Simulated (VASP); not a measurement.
# Ta (Im-3m) in VASP: a series of runs

The runs below take Ta through single point, relaxation of cell and atoms, with PBE.

Program: VASP 6.6.1. These are calculated values, not measurements. Logs are shortened: lines on timing, memory, paths and dates and some standing lists are left out, and cuts for length are marked.

## Step 1: The cell of the first run

The structure is cubic, space group Im-3m (No. 229). Conventional cell: a = 3.319 Å, b = 3.319 Å, c = 3.319 Å, α = 90.00°, β = 90.00°, γ = 90.00°. Within 3.8 Å of Ta (site symmetry m-3m) lie 14 Ta at 2.87 to 3.32 Å.

## Step 2: Single point, PBE

INCAR

```
PREC     = Accurate       # precision mode
ENCUT    = 520            # plane-wave cutoff, eV
EDIFF    = 1E-6           # SCF threshold, eV
ISMEAR   = 0              # smearing method
SIGMA    = 0.1            # smearing width, eV
LREAL    = F              # projectors in reciprocal space
LASPH    = T              # aspherical terms in the spheres
NELM     = 100            # most SCF steps
ALGO     = Normal         # electronic algorithm
ISIF     = 2              # what is computed and relaxed
LWAVE    = F              # write WAVECAR
LCHARG   = F              # write CHGCAR
GGA      = PE             # functional
NBANDS   = 12             # bands
```

KPOINTS

```
regular mesh
0
Gamma
  18 18 18
```

POSCAR

```
Ta
1.0
   -1.6594117952      1.6594117952      1.6594117952
    1.6594117952     -1.6594117952      1.6594117952
    1.6594117952      1.6594117952     -1.6594117952
Ta
1
Direct
    0.0000000000      0.0000000000      0.0000000000
```

Potentials or basis: VASP PAW PBE potentials, release 64 (Ta_pv).

Run with:

```bash
> cat potpaw_PBE.64/Ta_pv/POTCAR > POTCAR
> mpirun -np 1 vasp_std > vasp.out
```

OUTCAR:

```text
PREC = Accurate
   ENCUT = 520
   EDIFF = 1E-6
   ISMEAR = 0
   LREAL = F
   LASPH = T
   NELM = 100
   ISIF = 2
   GGA = PE

 ion  position               nearest neighbor table
   1  0.000  0.000  0.000-

  LATTYP: Found a body centered cubic cell.
 ALAT       =     3.3188235904

  Lattice vectors:

 A1 = (  -1.6594117952,   1.6594117952,   1.6594117952)
 A2 = (   1.6594117952,  -1.6594117952,   1.6594117952)
 A3 = (   1.6594117952,   1.6594117952,  -1.6594117952)

Analysis of symmetry for initial positions (statically):
=====================================================================
 Subroutine PRICEL returns:
 Original cell was already a primitive cell.

 Routine SETGRP: Setting up the symmetry group for a
 body centered cubic supercell.

 Subroutine GETGRP returns: Found 48 space group operations
 (whereof 48 operations were pure point group operations)
 out of a pool of 48 trial point group operations.

The static configuration has the point symmetry O_h .

Analysis of symmetry for dynamics (positions and initial velocities):
=====================================================================
 Subroutine PRICEL returns:
 Original cell was already a primitive cell.

 Routine SETGRP: Setting up the symmetry group for a
 body centered cubic supercell.

 Subroutine GETGRP returns: Found 48 space group operations
 (whereof 48 operations were pure point group operations)
 out of a pool of 48 trial point group operations.

The dynamic configuration has the point symmetry O_h .

 Subroutine INISYM returns: Found 48 space group operations
 (whereof 48 operations are pure point group operations),
 and found     1 'primitive' translations

----------------------------------------------------------------------------------------

                                     Primitive cell

  volume of cell :      18.2777

  direct lattice vectors                    reciprocal lattice vectors
    -1.659411795  1.659411795  1.659411795     0.000000000  0.301311586  0.301311586
     1.659411795 -1.659411795  1.659411795     0.301311586  0.000000000  0.301311586
     1.659411795  1.659411795 -1.659411795     0.301311586  0.301311586  0.000000000

  length of vectors
     2.874185540  2.874185540  2.874185540     0.426118932  0.426118932  0.426118932

  position of ions in fractional coordinates (direct lattice)
     0.000000000  0.000000000  0.000000000

  ion indices of the primitive-cell ions
   primitive index   ion index
                 1           1

----------------------------------------------------------------------------------------

 KPOINTS: regular mesh

Automatic generation of k-mesh.
 Grid dimensions read from file:
 generate k-points for:   18   18   18

 Generating k-lattice:

  Cartesian coordinates                     Fractional coordinates (reciprocal lattice)
     0.000000000  0.016739533  0.016739533     0.055555556  0.000000000  0.000000000
     0.016739533  0.000000000  0.016739533     0.000000000  0.055555556  0.000000000
     0.016739533  0.016739533  0.000000000     0.000000000  0.000000000  0.055555556

  Length of vectors
     0.023673274  0.023673274  0.023673274

  Shift w.r.t. Gamma in fractional coordinates (k-lattice)
     0.000000000  0.000000000  0.000000000

 Subroutine IBZKPT returns following result:
 ===========================================

 Found    195 irreducible k-points:

 Following reciprocal coordinates:
            Coordinates               Weight
  0.000000  0.000000  0.000000      1.000000
  0.055556  0.000000  0.000000     12.000000
  0.111111  0.000000  0.000000     12.000000
  0.166667  0.000000  0.000000     12.000000
  0.222222  0.000000  0.000000     12.000000
  0.277778  0.000000  0.000000     12.000000
[... 16 lines left out ...]
  0.333333  0.111111  0.000000     48.000000
  0.388889  0.111111  0.000000     48.000000
 [... further k-points ...]
   k-points           NKPTS =    195   k-points in BZ     NKDIM =    195   number of bands    NBANDS=     12
   number of dos      NEDOS =    301   number of ions     NIONS =      1
   total plane-waves  NPLWV =  13824
   dimension x,y,z NGX =    24 NGY =   24 NGZ =   24
   dimension x,y,z NGXF=    48 NGYF=   48 NGZF=   48
   ions per type =               1
   NGX,Y,Z   is equivalent  to a cutoff of  13.88, 13.88, 13.88 a.u.
   NGXF,Y,Z  is equivalent  to a cutoff of  27.76, 27.76, 27.76 a.u.
 SYSTEM =  unknown system
   PREC   = accura    normal or accurate (medium, high low for compatibility)
   ISTART =      0    job   : 0-new  1-cont  2-samecut
   ICHARG =      2    charge: 1-file 2-atom 10-const
   ISPIN  =      1    spin polarized calculation?
   LNONCOLLINEAR =      F non collinear calculations
   LSORBIT =      F    spin-orbit coupling
   LASPH  =      T    aspherical Exc in radial PAW
   ENCUT  =  520.0 eV  38.22 Ry    6.18 a.u.   5.34  5.34  5.34*2*pi/ulx,y,z
   NELM   =    100;   NELMIN=  2; NELMDL= -5     # of ELM steps
   EDIFF  = 0.1E-05   stopping-criterion for ELM
   LREAL  =      F    real-space projection
   EDIFFG = 0.1E-04   stopping-criterion for IOM
   NSW    =      0    number of steps for IOM
   IBRION =     -1    ionic relax: 0-MD 1-quasi-New 2-CG
   NFREE  =      0    steps in history (QN), initial steepest desc. (CG)
   ISIF   =      2    stress and relaxation
   ISYM   =      2    0-nonsym 1-usesym 2-fastsym
   POTIM  = 0.5000    time-step for ionic-motion
   TEBEG  =    0.0;   TEEND  =   0.0 temperature during run
   PSTRESS=    0.0 pullay stress
   NELECT =      11.0000    total number of electrons
   NUPDOWN=      -1.0000    fix difference up-down
   EMIN   =  10.00;   EMAX   =-10.00  energy-range for DOS
   EFERMI =   0.00;   METHOD = LEGACY
   ISMEAR =     0;   SIGMA  =   0.10  broadening in eV -4-tet -1-fermi 0-gaus
   EFERMI_NEDOS =   21; number of points for ismear=-14 and -15
   IALGO  =     38    algorithm
   IMIX   =      4    mixing-type and parameters
     AMIX     =   0.40;   BMIX     =  1.00
     AMIX_MAG =   1.60;   BMIX_MAG =  1.00
  volume/ion in A,a.u.               =      18.28       123.34
  Fermi-wavevector in a.u.,A,eV,Ry     =   1.382181  2.611943 25.992897  1.910424
  Thomas-Fermi vector in A             =   2.506896
   LORBIT       =      0    0 simple, 1 ext, 2 COOP (PROOUT), +10 PAW based schemes
   GGA     = PE    functional components
   LHFCALC =     F    Hartree Fock is set to
   AEXX    =    0.0000 exact exchange contribution
   IVDW    =     0    specifies the selected vdW correction
   LEPSILON=     F    determine dielectric tensor
   LRPA    =     F    only Hartree local field effects (RPA)
 non-spin polarized calculation
 Gauss-broadening in eV      SIGMA  =   0.10
  energy-cutoff  :      520.00
  volume of cell :       18.28
 maximum number of plane-waves:       531
 NGX is ok and might be reduce to    24
   NGX = 11   NGY = 11   NGZ = 11

 number of electron      11.0000001 magnetization

 Free energy of the ion-electron system (eV)
  ---------------------------------------------------
  ext. energy  EPLUGINS =         0.00000000
  ---------------------------------------------------
  free energy    TOTEN  =       -11.81631805 eV

  energy without entropy =      -11.81023126  energy(sigma->0) =      -11.81327466

 E-fermi :   5.3781     XC(G=0): -12.5431

 val. band max:        5.3571621797   @ k =   0.1111   0.1111   0.0000
 cond. band min:       5.3805119380   @ k =   0.3333   0.1667   0.0556
 fundamental gap:      0.0233497583
 Fermi energy:         5.3780554442

 k-point     1 :       0.0000    0.0000    0.0000
  band No.  band energies     occupation
      1     -27.7608      2.00000
      2     -27.7608      2.00000
      3     -27.7608      2.00000
      4      -2.4918      2.00000
      5       6.1029      0.00000
      6       6.1029      0.00000
      7       6.1029      0.00000
      8       9.3242      0.00000
      9       9.3242      0.00000
     10      20.0167      0.00000
     11      20.3094      0.00000
     12      20.3094      0.00000

 k-point     2 :       0.0556    0.0000    0.0000
  band No.  band energies     occupation
      1     -27.7974      2.00000
      2     -27.7720      2.00000
      3     -27.7609      2.00000
      4      -2.3558      2.00000
      5       6.0143      0.00000
      6       6.0781      0.00000
      7       6.2357      0.00000
      8       9.1787      0.00000
      9       9.3244      0.00000
     10      20.0168      0.00000
     11      20.4323      0.00000
     12      20.5482      0.00000

 k-point     3 :       0.1111    0.0000    0.0000
  band No.  band energies     occupation
      1     -27.9017      2.00000
      2     -27.8045      2.00000
      3     -27.7615      2.00000
      4      -1.9616      2.00000
      5       5.7700      0.00000
      6       5.9727      0.00000
      7       6.6298      0.00000
      8       8.8730      0.00000
      9       9.3324      0.00000
     10      20.0164      0.00000
     11      20.7398      0.00000
     12      21.2410      0.00000
[... 286 lines left out ...]
 k-point    23 :       0.3333    0.1111    0.0000
  band No.  band energies     occupation
      1     -28.7333      2.00000
      2     -28.1153      2.00000
      3     -27.8151      2.00000
      4       1.3603      2.00000
      5       4.1171      2.00000
      6       5.4182      0.56988
      7       9.0053      0.00000
      8      10.1563      0.00000
      9      12.1426      0.00000
     10      17.6322      0.00000
     11      18.9861      0.00000
     12      20.0268      0.00000

 k-point    24 :       0.3889    0.1111    0.0000
  band No.  band energies     occupation
      1     -28.8095      2.00000
      2     -28.1532      2.00000
      3     -27.8163      2.00000
      4       1.4395      2.00000
      5       3.9854      2.00000
      6       5.9846      0.00000
      7       9.0701      0.00000
      8      10.3374      0.00000
      9      13.1240      0.00000
     10      16.6519      0.00000
     11      18.2648      0.00000
     12      20.0240      0.00000

 [... further k-points ...]
[... 5 lines left out ...]
  --------------------------------------------------------------------------------------
  -------------------------------------------------------------------------------------
  Total        0.0102512      0.0102512      0.0102512     -0.0000000      0.0000000      0.0000000
  in kB        0.8985949      0.8985949      0.8985949     -0.0000000      0.0000000      0.0000000
  external PRESSURE =       0.8985949 kB  Pullay stress =       0.0000000 kB

 VOLUME and BASIS-vectors are now :
 -----------------------------------------------------------------------------
  energy-cutoff  :      520.00
  volume of cell :       18.28
      direct lattice vectors                 reciprocal lattice vectors
    -1.659411795  1.659411795  1.659411795     0.000000000  0.301311586  0.301311586
     1.659411795 -1.659411795  1.659411795     0.301311586  0.000000000  0.301311586
     1.659411795  1.659411795 -1.659411795     0.301311586  0.301311586  0.000000000

 POSITION                                       TOTAL-FORCE (eV/Angst)
 -----------------------------------------------------------------------------------
      0.00000      0.00000      0.00000        -0.000000      0.000000     -0.000000
 -----------------------------------------------------------------------------------
    total drift:                                0.000000      0.000000     -0.000000

  FREE ENERGIE OF THE ION-ELECTRON SYSTEM (eV)
  ---------------------------------------------------
  free  energy   TOTEN  =       -11.8163180476 eV

  energy  without entropy=      -11.8102312650  energy(sigma->0) =      -11.81327466
```

It took 25 s on 1 thread of AMD EPYC 7R13 (Zen 3), shared host; peak memory 0.14 GiB.

What came out:

```
Free energy            : -11.8163 eV
Pressure               : 0.1 GPa
Band gap on the k mesh : zero (an odd number of electrons rules out a gap without spin polarisation)
```

Caveat: spin-orbit coupling is left out, which moves the levels of the heavy elements.

## Step 3: Relaxation of cell and atoms, PBE

This run uses another cell than the first one, of 17.84 Å³/atom.

INCAR

```
SYSTEM = Ta
PREC     = Accurate       ! precision mode
ENCUT    = 600            ! plane-wave cutoff, eV
EDIFF    = 1E-6           ! SCF threshold, eV
ISMEAR   = 0              ! smearing method
SIGMA    = 0.1            ! smearing width, eV
LREAL    = .False.        ! projectors in reciprocal space
LASPH    = .True.         ! aspherical terms in the spheres
NELM     = 60             ! most SCF steps
ALGO     = Fast           ! electronic algorithm
ISIF     = 3              ! what is computed and relaxed
LWAVE    = .False.        ! write WAVECAR
LCHARG   = .False.        ! write CHGCAR
GGA      = PE             ! functional
IBRION   = 2              ! ionic algorithm
NSW      = 80             ! ionic steps
EDIFFG   = -0.01          ! ionic threshold
```

KPOINTS

```
Automatic mesh
0
Gamma
  18 18 18
  0 0 0
```

POSCAR

```
Ta
1.0
   -1.6460304987      1.6460304987      1.6460304987
    1.6460304987     -1.6460304987      1.6460304987
    1.6460304987      1.6460304987     -1.6460304987
Ta
1
Direct
    0.0000000000      0.0000000000      0.0000000000
```

Potentials or basis: VASP PAW PBE potentials, release 64 (Ta_pv).

Run with:

```bash
> cat potpaw_PBE.64/Ta_pv/POTCAR > POTCAR
> mpirun -np 1 vasp_std > vasp.out
```

It took 60 s on 1 thread of AMD EPYC 7R13 (Zen 3), shared host; peak memory 0.15 GiB.

The run converged. Its results:

```
Free energy                           : -11.8165 eV
Relaxed volume                        : 18.30 Å³/atom
Relaxed cell                          : a = 2.875 Å, b = 2.875 Å, c = 2.875 Å, α = 109.47°, β = 109.47°, γ = 109.47°
Space group after relaxing (to 0.1 Å) : Im-3m (No. 229)
Energy gained by relaxing             : 7.0 meV/atom
Ionic steps                           : 3
Pressure after relaxing               : 0.0 GPa
Band gap on the k mesh                : zero (an odd number of electrons rules out a gap without spin polarisation)
```

The path:
```csv
step,energy change (eV),largest force (eV/Å),pressure (GPa),volume (Å³)
1,0.0000,0.0000,5.06,17.84
2,0.0265,0.0000,-9.80,19.33
3,-0.0070,0.0000,-0.03,18.30
```

Final structure:
```yaml
crystal:
  lattice:
    - [-1.65999, 1.65999, 1.65999]
    - [1.65999, -1.65999, 1.65999]
    - [1.65999, 1.65999, -1.65999]
  atoms:
    - { symbol: Ta, position: [0.00000, 0.00000, 0.00000] }
```

Levels at points of the mesh, in eV from the Fermi level:
```
           k point  band 3  band 4  band 5  band 6  band 7  band 8
(0.00, 0.00, 0.00)  -33.14   -7.87    0.72    0.72    0.72    3.94
(0.50, 0.00, 0.00)  -33.15   -4.32   -1.51    1.51    3.81    4.82
(0.50, 0.50, 0.50)  -33.92   -3.72   -3.72    6.70    6.70    6.70
```

Caveat: spin-orbit coupling is left out, which moves the levels of the heavy elements.

The gap in the log of VASP goes by the Fermi energy; the results here count the filled bands.